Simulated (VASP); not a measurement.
# Al2O3 (R-3c) in VASP: relaxation of cell and atoms with r2SCAN

Aim: the relaxation of cell and atoms of Al2O3 with r2SCAN.

Everything below comes from runs of VASP 6.6.1. Logs are shortened: lines on timing, memory, paths and dates and some standing lists are left out, and cuts for length are marked.

**1. The cell of the first run**

Symmetry: R-3c, No. 167, trigonal system. The conventional cell has a = 4.761 Å, b = 4.761 Å, c = 12.996 Å, α = 90.00°, β = 90.00°, γ = 120.00°. Al (site symmetry 3) has 6 O at 1.85 to 1.97 Å within 2.5 Å. O (site symmetry 2) has 4 Al at 1.85 to 1.97 Å and 12 O at 2.53 to 2.86 Å within 2.9 Å.

**2. Relaxation of cell and atoms, r2SCAN**

Input file POSCAR:

```
Al2O3
1.0
    2.3802500000      1.3742379800      4.3318666700
   -2.3802500000      1.3742379800      4.3318666700
    0.0000000000     -2.7484759600      4.3318666700
Al O
4 6
Direct
    0.3521600000      0.3521600000      0.3521600000
    0.1478400000      0.1478400000      0.1478400000
    0.6478400000      0.6478400000      0.6478400000
    0.8521600000      0.8521600000      0.8521600000
    0.5566800000      0.9433200000      0.2500000000
    0.2500000000      0.5566800000      0.9433200000
    0.9433200000      0.2500000000      0.5566800000
    0.4433200000      0.0566800000      0.7500000000
    0.7500000000      0.4433200000      0.0566800000
    0.0566800000      0.7500000000      0.4433200000
```

Input file INCAR.step1:

```
SYSTEM = Al2O3
PREC     = Accurate       ! precision mode
ENCUT    = 600            ! plane-wave cutoff, eV
ISMEAR   = -1             ! smearing method
SIGMA    = 0.02           ! smearing width, eV
LREAL    = .FALSE.        ! projectors in reciprocal space
LASPH    = .TRUE.         ! aspherical terms in the spheres
NELM     = 60             ! most SCF steps
GGA      = PE             ! functional
ALGO     = Normal         ! electronic algorithm
EDIFF    = 1E-4           ! SCF threshold, eV
LWAVE    = .TRUE.         ! write WAVECAR
LCHARG   = .FALSE.        ! write CHGCAR
```

Input file INCAR.step2:

```
SYSTEM = Al2O3
PREC     = Accurate       ! precision mode
ENCUT    = 600            ! plane-wave cutoff, eV
EDIFF    = 1E-6           ! SCF threshold, eV
ISMEAR   = -1             ! smearing method
SIGMA    = 0.02           ! smearing width, eV
LREAL    = .FALSE.        ! projectors in reciprocal space
LASPH    = .TRUE.         ! aspherical terms in the spheres
NELM     = 60             ! most SCF steps
ALGO     = Normal         ! electronic algorithm
ISIF     = 3              ! what is computed and relaxed
LWAVE    = .FALSE.        ! write WAVECAR
LCHARG   = .FALSE.        ! write CHGCAR
METAGGA  = R2SCAN         ! meta-GGA
LMIXTAU  = .TRUE.       
IBRION   = 2              ! ionic algorithm
NSW      = 80             ! ionic steps
EDIFFG   = -0.01          ! ionic threshold
ISTART   = 1
```

Input file KPOINTS:

```
Automatic mesh
0
G
  6 6 6
  0 0 0
```

Potentials or basis: VASP PAW PBE potentials, release 64 (Al, O).

Command:

```sh
> cat potpaw_PBE.64/Al/POTCAR potpaw_PBE.64/O/POTCAR > POTCAR
> cp INCAR.step1 INCAR
> mpirun -np 1 vasp_std > vasp.out
> cp INCAR.step2 INCAR
> mpirun -np 1 vasp_std > vasp.out
```

OUTCAR:

```text
SYSTEM = Al2O3
   PREC = Accurate
   ENCUT = 600
   EDIFF = 1E-6
   ISMEAR = -1
   LREAL = .FALSE.
   LASPH = .TRUE.
   NELM = 60
   ISIF = 3
   METAGGA = R2SCAN
   IBRION = 2
   NSW = 80
   EDIFFG = -0.01
   ISTART = 1

 ion  position               nearest neighbor table
   1  0.352  0.352  0.352-  10 1.85   8 1.85   9 1.85   5 1.97   7 1.97   6 1.97   2 2.66   3 2.79
                             3 2.79   3 2.79   2 3.22   2 3.22   2 3.22
   2  0.148  0.148  0.148-   9 1.85   8 1.85  10 1.85   5 1.97   7 1.97   6 1.97   1 2.66   4 2.79
                             4 2.79   4 2.79   1 3.22   1 3.22   1 3.22
   3  0.648  0.648  0.648-   7 1.85   5 1.85   6 1.85   8 1.97   9 1.97  10 1.97   4 2.66   1 2.79
                             1 2.79   1 2.79   4 3.22   4 3.22   4 3.22
   4  0.852  0.852  0.852-   6 1.85   5 1.85   7 1.85   8 1.97   9 1.97  10 1.97   3 2.66   2 2.79
                             2 2.79   2 2.79   3 3.22   3 3.22   3 3.22
   5  0.557  0.943  0.250-   3 1.85   4 1.85   1 1.97   2 1.97
   6  0.250  0.557  0.943-   4 1.85   3 1.85   1 1.97   2 1.97
   7  0.943  0.250  0.557-   3 1.85   4 1.85   1 1.97   2 1.97
   8  0.443  0.057  0.750-   1 1.85   2 1.85   3 1.97   4 1.97
   9  0.750  0.443  0.057-   2 1.85   1 1.85   3 1.97   4 1.97
  10  0.057  0.750  0.443-   1 1.85   2 1.85   3 1.97   4 1.97

  LATTYP: Found a trigonal (rhomboedric) cell.
 ALAT       =     5.1302230882
 COS(alpha) =     0.5694707701

  Lattice vectors:

 A1 = (   2.3802500000,   1.3742379800,   4.3318666700)
 A2 = (  -2.3802500000,   1.3742379800,   4.3318666700)
 A3 = (   0.0000000000,  -2.7484759600,   4.3318666700)

Analysis of symmetry for initial positions (statically):
=====================================================================
 Subroutine PRICEL returns:
 Original cell was already a primitive cell.

 Routine SETGRP: Setting up the symmetry group for a
 trigonal (rhombohedral) supercell.

 Subroutine GETGRP returns: Found 12 space group operations
 (whereof  6 operations were pure point group operations)
 out of a pool of 12 trial point group operations.

The static configuration has the point symmetry S_6 .
 The point group associated with its full space group is D_3d.

Analysis of symmetry for dynamics (positions and initial velocities):
=====================================================================
 Subroutine PRICEL returns:
 Original cell was already a primitive cell.

 Routine SETGRP: Setting up the symmetry group for a
 trigonal (rhombohedral) supercell.

 Subroutine GETGRP returns: Found 12 space group operations
 (whereof  6 operations were pure point group operations)
 out of a pool of 12 trial point group operations.

The dynamic configuration has the point symmetry S_6 .
 The point group associated with its full space group is D_3d.

 Subroutine INISYM returns: Found 12 space group operations
 (whereof  6 operations are pure point group operations),
 and found     1 'primitive' translations

----------------------------------------------------------------------------------------

                                     Primitive cell

  volume of cell :      85.0180

  direct lattice vectors                    reciprocal lattice vectors
     2.380250000  1.374237980  4.331866670     0.210061968  0.121279334  0.076949121
    -2.380250000  1.374237980  4.331866670    -0.210061968  0.121279334  0.076949121
     0.000000000 -2.748475960  4.331866670     0.000000000 -0.242558668  0.076949121

  length of vectors
     5.130223088  5.130223088  5.130223090     0.254471756  0.254471756  0.254471756

  position of ions in fractional coordinates (direct lattice)
     0.352160000  0.352160000  0.352160000
     0.147840000  0.147840000  0.147840000
     0.647840000  0.647840000  0.647840000
     0.852160000  0.852160000  0.852160000
     0.556680000  0.943320000  0.250000000
     0.250000000  0.556680000  0.943320000
     0.943320000  0.250000000  0.556680000
     0.443320000  0.056680000  0.750000000
     0.750000000  0.443320000  0.056680000
     0.056680000  0.750000000  0.443320000

  ion indices of the primitive-cell ions
   primitive index   ion index
                 1           1
                 2           2
                 3           3
                 4           4
                 5           5
                 6           6
                 7           7
                 8           8
                 9           9
                10          10

----------------------------------------------------------------------------------------

 KPOINTS: Automatic mesh

Automatic generation of k-mesh.
 Grid dimensions read from file:
 generate k-points for:    6    6    6

 Generating k-lattice:

  Cartesian coordinates                     Fractional coordinates (reciprocal lattice)
     0.035010328  0.020213222  0.012824854     0.166666667 -0.000000000  0.000000000
    -0.035010328  0.020213222  0.012824854    -0.000000000  0.166666667  0.000000000
     0.000000000 -0.040426445  0.012824854     0.000000000  0.000000000  0.166666667

  Length of vectors
     0.042411959  0.042411959  0.042411959

  Shift w.r.t. Gamma in fractional coordinates (k-lattice)
     0.000000000  0.000000000  0.000000000

 Subroutine IBZKPT returns following result:
 ===========================================

 Found     32 irreducible k-points:

 Following reciprocal coordinates:
            Coordinates               Weight
  0.000000  0.000000  0.000000      1.000000
  0.166667 -0.000000 -0.000000      6.000000
  0.333333  0.000000 -0.000000      6.000000
  0.500000  0.000000  0.000000      3.000000
  0.166667  0.166667 -0.000000      6.000000
  0.333333  0.166667  0.000000     12.000000
[... 16 lines left out ...]
  0.500000  0.500000  0.166667      6.000000
 -0.333333  0.500000  0.166667     12.000000
 [... further k-points ...]
   k-points           NKPTS =     32   k-points in BZ     NKDIM =     32   number of bands    NBANDS=     30
   number of dos      NEDOS =    301   number of ions     NIONS =     10
   total plane-waves  NPLWV =  74088
   dimension x,y,z NGX =    42 NGY =   42 NGZ =   42
   dimension x,y,z NGXF=    84 NGYF=   84 NGZF=   84
   ions per type =               4   6
   NGX,Y,Z   is equivalent  to a cutoff of  13.61, 13.61, 13.61 a.u.
   NGXF,Y,Z  is equivalent  to a cutoff of  27.22, 27.22, 27.22 a.u.
 SYSTEM =  Al2O3
   PREC   = accura    normal or accurate (medium, high low for compatibility)
   ISTART =      1    job   : 0-new  1-cont  2-samecut
   ICHARG =      0    charge: 1-file 2-atom 10-const
   ISPIN  =      1    spin polarized calculation?
   LNONCOLLINEAR =      F non collinear calculations
   LSORBIT =      F    spin-orbit coupling
   LASPH  =      T    aspherical Exc in radial PAW
   ENCUT  =  600.0 eV  44.10 Ry    6.64 a.u.  10.25 10.25 10.25*2*pi/ulx,y,z
   NELM   =     60;   NELMIN=  2; NELMDL=  0     # of ELM steps
   EDIFF  = 0.1E-05   stopping-criterion for ELM
   LREAL  =      F    real-space projection
   EDIFFG = -.1E-01   stopping-criterion for IOM
   NSW    =     80    number of steps for IOM
   IBRION =      2    ionic relax: 0-MD 1-quasi-New 2-CG
   NFREE  =      1    steps in history (QN), initial steepest desc. (CG)
   ISIF   =      3    stress and relaxation
   ISYM   =      2    0-nonsym 1-usesym 2-fastsym
   POTIM  = 0.5000    time-step for ionic-motion
   TEBEG  =    0.0;   TEEND  =   0.0 temperature during run
   PSTRESS=    0.0 pullay stress
   NELECT =      48.0000    total number of electrons
   NUPDOWN=      -1.0000    fix difference up-down
   EMIN   =  10.00;   EMAX   =-10.00  energy-range for DOS
   EFERMI =   0.00;   METHOD = LEGACY
   ISMEAR =    -1;   SIGMA  =   0.02  broadening in eV -4-tet -1-fermi 0-gaus
   EFERMI_NEDOS =   21; number of points for ismear=-14 and -15
   IALGO  =     38    algorithm
   IMIX   =      4    mixing-type and parameters
     AMIX     =   0.40;   BMIX     =  1.00
     AMIX_MAG =   1.60;   BMIX_MAG =  1.00
  volume/ion in A,a.u.               =       8.50        57.37
  Fermi-wavevector in a.u.,A,eV,Ry     =   1.353064  2.556920 24.909299  1.830782
  Thomas-Fermi vector in A             =   2.480350
   LORBIT       =      0    0 simple, 1 ext, 2 COOP (PROOUT), +10 PAW based schemes
   METAGGA = R2SCAN    functional components
   LHFCALC =     F    Hartree Fock is set to
   AEXX    =    0.0000 exact exchange contribution
   IVDW    =     0    specifies the selected vdW correction
   LEPSILON=     F    determine dielectric tensor
   LRPA    =     F    only Hartree local field effects (RPA)
 conjugate gradient relaxation of ions
 non-spin polarized calculation
  energy-cutoff  :      600.00
  volume of cell :       85.02
 maximum number of plane-waves:      2873
 NGX is ok and might be reduce to    42
   NGX = 21   NGY = 21   NGZ = 21

--------------------------------------- Ionic step        1  -------------------------------------------

 number of electron      48.0000003 magnetization

 Free energy of the ion-electron system (eV)
  ---------------------------------------------------
  ext. energy  EPLUGINS =         0.00000000
  ---------------------------------------------------
  free energy    TOTEN  =       -96.29287971 eV

  energy without entropy =      -96.29287971  energy(sigma->0) =      -96.29287971

------------------------ aborting loop because EDIFF is reached ----------------------------------------

  FORCE on cell =-STRESS in cart. coord.  units (eV):
  Direction    XX          YY          ZZ          XY          YZ          ZX
  --------------------------------------------------------------------------------------
  -------------------------------------------------------------------------------------
  Total       -0.5102741     -0.5102741     -0.5820647      0.0000000      0.0000000      0.0000000
  in kB       -9.6161942     -9.6161942    -10.9691003      0.0000000      0.0000000      0.0000000
  external PRESSURE =     -10.0671629 kB  Pullay stress =       0.0000000 kB
[... 161 lines left out ...]
  energy  without entropy=      -96.2949730972  energy(sigma->0) =      -96.29497310

--------------------------------------- Ionic step        5  -------------------------------------------

 number of electron      48.0000002 magnetization

 Free energy of the ion-electron system (eV)
  ---------------------------------------------------
  ext. energy  EPLUGINS =         0.00000000
  ---------------------------------------------------
  free energy    TOTEN  =       -96.29509903 eV

  energy without entropy =      -96.29509903  energy(sigma->0) =      -96.29509903

 E-fermi :   6.2679     XC(G=0): -12.2456

 val. band max:        5.7712269879   @ k =   0.0000   0.0000   0.0000
 cond. band min:      12.9677823741   @ k =   0.0000   0.0000   0.0000
 fundamental gap:      7.1965553862
 Fermi energy:         6.2678792185

 k-point     1 :       0.0000    0.0000    0.0000
  band No.  band energies     occupation
      1     -14.4578      2.00000
      2     -12.1533      2.00000
      3     -11.8775      2.00000
      4     -11.8775      2.00000
      5     -11.5659      2.00000
      6     -11.5659      2.00000
[... 781 lines left out ...]
     29      17.3950      0.00000
     30      18.0393      0.00000

 [... further k-points ...]

------------------------ aborting loop because EDIFF is reached ----------------------------------------

  FORCE on cell =-STRESS in cart. coord.  units (eV):
  Direction    XX          YY          ZZ          XY          YZ          ZX
  --------------------------------------------------------------------------------------
  -------------------------------------------------------------------------------------
  Total       -0.0481086     -0.0481086      0.0294388      0.0000000      0.0000000      0.0000000
  in kB       -0.9100624     -0.9100624      0.5568879      0.0000000      0.0000000      0.0000000
  external PRESSURE =      -0.4210789 kB  Pullay stress =       0.0000000 kB
[... 25 lines left out ...]
  FREE ENERGIE OF THE ION-ELECTRON SYSTEM (eV)
  ---------------------------------------------------
  free  energy   TOTEN  =       -96.2950990347 eV

  energy  without entropy=      -96.2950990347  energy(sigma->0) =      -96.29509903

 reached required accuracy - stopping structural energy minimisation
```

Run time: 39 min. Hardware: 1 thread of Intel Xeon 8259CL, shared host; peak memory 0.32 GiB.

What came out:

```yaml
Free_energy: -96.2951 eV
Relaxed_volume: 8.47 Å³/atom
Relaxed_cell: a = 5.123 Å, b = 5.123 Å, c = 5.123 Å, α = 55.30°, β = 55.30°, γ = 55.30°
Space_group_after_relaxing_to_0.1_Å: R-3c (No. 167)
Energy_gained_by_relaxing: 0.2 meV/atom
Ionic_steps: 5
Pressure_after_relaxing: 0.0 GPa
Largest_force_after_relaxing: 0.008 eV/Å
Band_gap_on_the_k_mesh: 7.20 eV
```

Forces on the atoms (eV/Å):
```
Al   0.000  0.000  0.000
Al   0.000  0.000  0.000
Al   0.000  0.000  0.000
Al   0.000  0.000  0.000
O    0.008  0.000  0.000
O   -0.004  0.007  0.000
O   -0.004 -0.007  0.000
O   -0.008  0.000  0.000
O    0.004 -0.007  0.000
O    0.004  0.007  0.000
```

The path:
| step | energy change (eV) | largest force (eV/Å) | pressure (GPa) | volume (Å³) |
| --- | --- | --- | --- | --- |
| 1 | 0.0000 | 0.0808 | -1.01 | 85.02 |
| 2 | -0.0013 | 0.0274 | 0.99 | 84.36 |
| 3 | -0.0021 | 0.0323 | 0.24 | 84.61 |
| 4 | -0.0021 | 0.0349 | 0.17 | 84.63 |
| 5 | -0.0022 | 0.0079 | -0.04 | 84.70 |

Final structure:
```cif
data_structure
_symmetry_space_group_name_H-M 'P 1'
_symmetry_Int_Tables_number 1
_cell_length_a 5.1232
_cell_length_b 5.1232
_cell_length_c 5.1232
_cell_angle_alpha 55.297
_cell_angle_beta 55.297
_cell_angle_gamma 55.297
_cell_volume 84.70
loop_
_atom_site_label
_atom_site_type_symbol
_atom_site_fract_x
_atom_site_fract_y
_atom_site_fract_z
_atom_site_occupancy
Al1 Al 0.35185 0.35185 0.35185 1
Al2 Al 0.14815 0.14815 0.14815 1
Al3 Al 0.64815 0.64815 0.64815 1
Al4 Al 0.85185 0.85185 0.85185 1
O1 O 0.55620 0.94380 0.25000 1
O2 O 0.25000 0.55620 0.94380 1
O3 O 0.94380 0.25000 0.55620 1
O4 O 0.44380 0.05620 0.75000 1
O5 O 0.75000 0.44380 0.05620 1
O6 O 0.05620 0.75000 0.44380 1
```

Caveat: the PAW data sets were made with another functional, which shifts forces and pressure a little. A k mesh can miss the band edges.
